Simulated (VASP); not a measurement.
# Fe (I4/mmm) in VASP: a series of runs, part 2 of 2

VASP 6.6.1.

### Step 4. Single point, PBE, collinear spin, antiferromagnetic start (volume scaled by 1.12)

INCAR

```
PREC = Accurate ; ENCUT = 520
EDIFF = 1E-6 ; ISMEAR = -1
SIGMA = 0.05 ; LREAL = False
LASPH = True ; NELM = 150
ALGO = Normal ; ISIF = 2
LWAVE = False ; LCHARG = False
ISPIN = 2 ; MAGMOM = 1.537 -1.537
LORBIT = 11 ; LMAXMIX = 4
GGA = PE ; NBANDS = 19
```

KPOINTS

```
regular mesh
0
Gamma
  15 15 10
```

POSCAR

```
Fe
1.0
    2.5146257796      0.0000000000      0.0000000000
    0.0000000000      2.5146257796      0.0000000000
    0.0000000000      0.0000000000      3.8228788100
Fe
2
Direct
    1.0000000000      1.0000000000      0.0000000000
    0.5000000000      0.5000000000      0.5000000000
```

Potentials or basis: VASP PAW PBE potentials, release 64 (Fe).

Started as:

```sh
$ cat potpaw_PBE.64/Fe/POTCAR > POTCAR
$ mpirun -np 1 vasp_std > vasp.out
```

OUTCAR:

```text
PREC = Accurate
   ENCUT = 520
   EDIFF = 1E-6
   ISMEAR = -1
   LREAL = False
   LASPH = True
   NELM = 150
   ISIF = 2
   ISPIN = 2
   LORBIT = 11
   GGA = PE

 ion  position               nearest neighbor table
   1  0.000  0.000  0.000-   2 2.61   2 2.61   2 2.61   2 2.61   2 2.61   2 2.61   2 2.61   2 2.61

   2  0.500  0.500  0.500-   1 2.61   1 2.61   1 2.61   1 2.61   1 2.61   1 2.61   1 2.61   1 2.61

  LATTYP: Found a simple tetragonal cell.
 ALAT       =     2.5146257796
 C/A-ratio  =     1.5202575433

  Lattice vectors:

 A1 = (   2.5146257796,   0.0000000000,   0.0000000000)
 A2 = (   0.0000000000,   2.5146257796,   0.0000000000)
 A3 = (   0.0000000000,   0.0000000000,   3.8228788100)

Analysis of symmetry for initial positions (statically):
=====================================================================
 Subroutine PRICEL returns following result:

  LATTYP: Found a body centered tetragonal cell.
 ALAT       =     2.5146257796
 C/A-ratio  =     1.5202575433
[... 12 lines left out ...]
 Subroutine GETGRP returns: Found 16 space group operations
 (whereof 16 operations were pure point group operations)
 out of a pool of 16 trial point group operations.

The static configuration has the point symmetry D_4h.

Analysis of symmetry for dynamics (positions and initial velocities):
=====================================================================
 Subroutine PRICEL returns following result:

  LATTYP: Found a body centered tetragonal cell.
 ALAT       =     2.5146257796
 C/A-ratio  =     1.5202575433
[... 12 lines left out ...]
 Subroutine GETGRP returns: Found 16 space group operations
 (whereof 16 operations were pure point group operations)
 out of a pool of 16 trial point group operations.

The dynamic configuration has the point symmetry D_4h.

Analysis of structural, dynamic, and magnetic symmetry:
=====================================================================
 Subroutine PRICEL returns following result:

  LATTYP: Found a body centered tetragonal cell.
[... 152 lines left out ...]
   NGX =  9   NGY =  9   NGZ = 15

 number of electron      15.9999991 magnetization      -0.0000000

 number of electron      15.9999991 magnetization       0.0000000

 Free energy of the ion-electron system (eV)
  ---------------------------------------------------
  ext. energy  EPLUGINS =         0.00000000
  ---------------------------------------------------
  free energy    TOTEN  =       -16.15265594 eV

  energy without entropy =      -16.12883410  energy(sigma->0) =      -16.14074502

 E-fermi :   5.5078     XC(G=0): -12.7904

 val. band max:        5.5067771015   @ k =   0.1333   0.1333   0.4000
 cond. band min:       5.5095876812   @ k =   0.2667   0.0000   0.3000
 fundamental gap:      0.0028105797
 Fermi energy:         5.5077536197

 spin component 1

 k-point     1 :       0.0000    0.0000    0.0000
  band No.  band energies     occupation
      1      -2.7994      1.00000
      2       1.0453      1.00000
      3       1.7574      1.00000
      4       3.6871      1.00000
      5       3.6871      1.00000
      6       3.7735      1.00000
[... 517 lines left out ...]
     18      25.1805      0.00000
     19      26.7226      0.00000

 [... further k-points ...]

 spin component 2

 k-point     1 :       0.0000    0.0000    0.0000
  band No.  band energies     occupation
      1      -2.7994      1.00000
      2       1.0453      1.00000
      3       1.7574      1.00000
      4       3.6871      1.00000
      5       3.6871      1.00000
      6       3.7735      1.00000
[... 517 lines left out ...]
     18      25.1805      0.00000
     19      26.7226      0.00000

 [... further k-points ...]
[... 5 lines left out ...]
  --------------------------------------------------------------------------------------
  -------------------------------------------------------------------------------------
  Total       -2.7952119     -2.7952119     -1.9529050     -0.0000000      0.0000000      0.0000000
  in kB     -185.2627308   -185.2627308   -129.4358105     -0.0000000      0.0000000      0.0000000
  external PRESSURE =    -166.6537574 kB  Pullay stress =       0.0000000 kB

 VOLUME and BASIS-vectors are now :
 -----------------------------------------------------------------------------
  energy-cutoff  :      520.00
  volume of cell :       24.17
      direct lattice vectors                 reciprocal lattice vectors
     2.514625780  0.000000000  0.000000000     0.397673486  0.000000000  0.000000000
     0.000000000  2.514625780  0.000000000     0.000000000  0.397673486  0.000000000
     0.000000000  0.000000000  3.822878810     0.000000000  0.000000000  0.261582972

 POSITION                                       TOTAL-FORCE (eV/Angst)
 -----------------------------------------------------------------------------------
      0.00000      0.00000      0.00000        -0.000000     -0.000000     -0.000000
      1.25731      1.25731      1.91144         0.000000      0.000000      0.000000
 -----------------------------------------------------------------------------------
    total drift:                               -0.000000      0.000000      0.000000

  FREE ENERGIE OF THE ION-ELECTRON SYSTEM (eV)
  ---------------------------------------------------
  free  energy   TOTEN  =       -16.1526559352 eV

  energy  without entropy=      -16.1288341028  energy(sigma->0) =      -16.14074502

 total charge

# of ion       s       p       d       tot
------------------------------------------
    1        0.469   0.504   6.165   7.138
    2        0.469   0.504   6.165   7.138
--------------------------------------------------
tot          0.938   1.009  12.331  14.277

 magnetization (x)

# of ion       s       p       d       tot
------------------------------------------
    1        0.023   0.040   1.899   1.961
    2       -0.023  -0.040  -1.899  -1.961
--------------------------------------------------
tot         -0.000   0.000   0.000  -0.000
```

OSZICAR:

```text
N       E                     dE             d eps       ncg     rms          rms(c)
DAV:   1     0.750171172047E+02    0.75017E+02   -0.70932E+03 17584   0.107E+03
DAV:   2    -0.156270148796E+02   -0.90644E+02   -0.79419E+02 16527   0.199E+02
DAV:   3    -0.190446591916E+02   -0.34176E+01   -0.31939E+01 18214   0.501E+01
DAV:   4    -0.190728371439E+02   -0.28178E-01   -0.28157E-01 18631   0.421E+00
DAV:   5    -0.190731538828E+02   -0.31674E-03   -0.31673E-03 18629   0.419E-01    0.151E+01
DAV:   6    -0.164517844106E+02    0.26214E+01   -0.96842E+00 17973   0.643E+01    0.869E+00
DAV:   7    -0.161310132063E+02    0.32077E+00   -0.12082E+00 18110   0.207E+01    0.337E+00
DAV:   8    -0.161486137768E+02   -0.17601E-01   -0.29821E-02 25384   0.256E+00    0.158E+00
DAV:   9    -0.161537763890E+02   -0.51626E-02   -0.24741E-02 25366   0.340E+00    0.648E-01
DAV:  10    -0.161527214912E+02    0.10549E-02   -0.43053E-03 25582   0.974E-01    0.357E-01
DAV:  11    -0.161526071039E+02    0.11439E-03   -0.60377E-04 24027   0.391E-01    0.104E-01
DAV:  12    -0.161526544360E+02   -0.47332E-04   -0.70648E-05 24228   0.120E-01    0.502E-02
DAV:  13    -0.161526562849E+02   -0.18489E-05   -0.12195E-05 25584   0.679E-02    0.266E-02
DAV:  14    -0.161526550327E+02    0.12522E-05   -0.46599E-06 18907   0.510E-02    0.104E-02
DAV:  15    -0.161526559352E+02   -0.90250E-06   -0.11557E-06 10396   0.211E-02
   1 F= -.16152656E+02 E0= -.16140745E+02  d E =-.238218E-01  mag=     0.0000
```

stdout:

```text
POSCAR found type information on POSCAR Fe
 POSCAR found :  1 types and       2 ions
 scaLAPACK will be used
 LDA part: xc-table for (Slater+PW92), standard interpolation
 POSCAR, INCAR and KPOINTS ok, starting setup
 FFT: planning ... GRIDC
 FFT: planning ... GRID_SOFT
 FFT: planning ... GRID
 WAVECAR not read
 entering main loop
```

It took 75 s on 1 thread of Intel Xeon 6975P-C (Granite Rapids), shared host; peak memory 0.24 GiB.

Results:

```
Free energy                                           : -16.1527 eV
Pressure                                              : -16.7 GPa
Band gap on the k mesh                                : zero (filled and empty bands overlap)
Net moment                                            : 0.00 μB per cell
Site moments                                          : Fe +1.96, -1.96 μB
Valence electrons inside the program's atomic spheres : Fe 7.14
```

Stress tensor (GPa, compression positive):
```
-18.53   0.00   0.00
  0.00 -18.53   0.00
  0.00   0.00 -12.94
```

### Step 5. Summary

```tsv
cell	gap on the mesh (eV)	pressure (GPa)	moment (μB)
a = 2.453, b = 2.453, c = 3.730 Å, 2 atoms	none	-7.3	0.00
a = 2.484, b = 2.484, c = 3.777 Å, 2 atoms	none	-12.6	0.00
a = 2.515, b = 2.515, c = 3.823 Å, 2 atoms	none	-16.7	0.00
```

Alike in all rows: task single point; level PBE; potentials or basis VASP PAW PBE potentials, release 64 (Fe); spin collinear, antiferromagnetic start; k mesh 15 × 15 × 10; cutoff (eV) 520; smearing fermi-dirac 0.05 eV.

Total energies depend on the potentials used, so only differences within one code and one set of settings carry meaning.
